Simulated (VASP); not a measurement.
Runs of VASP 6.6.1 on CoO. The structure is that of space group F-43m (No. 216), or close to it. The cells are those of the table. 

```csv
task,level,potentials or basis,fixed moment (μB),cell,k mesh,cutoff (eV),second run,gap on the mesh (eV),pressure (GPa),moment (μB),largest force (eV/Å)
single point,PBEsol,"VASP PAW PBE potentials, release 64 (Co, O)",-,"a = 3.185 Å, angles 60.9°, 2 atoms",10 × 10 × 10,520,-,none,-10.2,2.83,0.20
relaxation of cell and atoms,PBEsol,"VASP PAW PBE potentials, release 64 (Co, O)",-,"relaxed from a = 3.164 Å, angles 60.9°, 2 atoms",7 × 7 × 7,600,-,none,0.0,2.03,-
single point,PBE,"VASP PAW PBE potentials, release 64 (Co, O)",4.0,"a = 3.164 Å, angles 60.9°, 2 atoms",9 × 9 × 9,520,-,-,14.7,4.00,0.34
single point,PBEsol+D3(BJ),"VASP PAW PBE potentials, release 64 (Co, O)",-,"a = 3.065 Å, angles 60.0°, 2 atoms",7 × 7 × 7,520,-,none,-0.3,(b),-
single point,PBEsol,"VASP PAW PBE potentials, release 64 (Co, O)",-,"a = 3.164 Å, angles 60.9°, 2 atoms",6 × 6 × 6,520,-,none,-8.5,2.73,0.22
single point,PBEsol,"VASP PAW PBE potentials, release 64 (Co_sv, O)",-,"a = 3.185 Å, angles 60.9°, 2 atoms",10 × 10 × 10,600,valence_matched,none,(a),2.85,0.20
single point,PBEsol,"VASP PAW PBE potentials, release 64 (Co, O)",-,"a = 3.099 Å, angles 60.9°, 2 atoms",10 × 10 × 10,520,-,none,-2.4,2.36,0.29
single point,PBE,"VASP PAW PBE potentials, release 64 (Co, O)",0.5,"a = 3.164 Å, angles 60.9°, 2 atoms",9 × 9 × 9,520,-,-,-13.5,0.50,0.20
```

Alike in all rows: spin collinear, ferromagnetic start; smearing fermi-dirac 0.05 eV.

Q: Fill in the values left out.

A: (a) -11.7; (b) 1.93.

Caveats: some runs use coarse meshes; a cell with one magnetic atom can't hold antiferromagnetic order, which such compounds often take; the PAW data sets were made with another functional, which shifts forces and pressure a little (some runs); semilocal functionals often make such compounds metallic where correlation or magnetic order opens a gap, which also shifts bond lengths (some runs); the total moment is fixed, so each spin has its own Fermi level (some runs); pairwise dispersion overbinds metals, which lowers pressure and volume (some runs).

A gap of «none» marks levels without a gap at the run's occupations.

The runs don't all hold the same shells in valence.
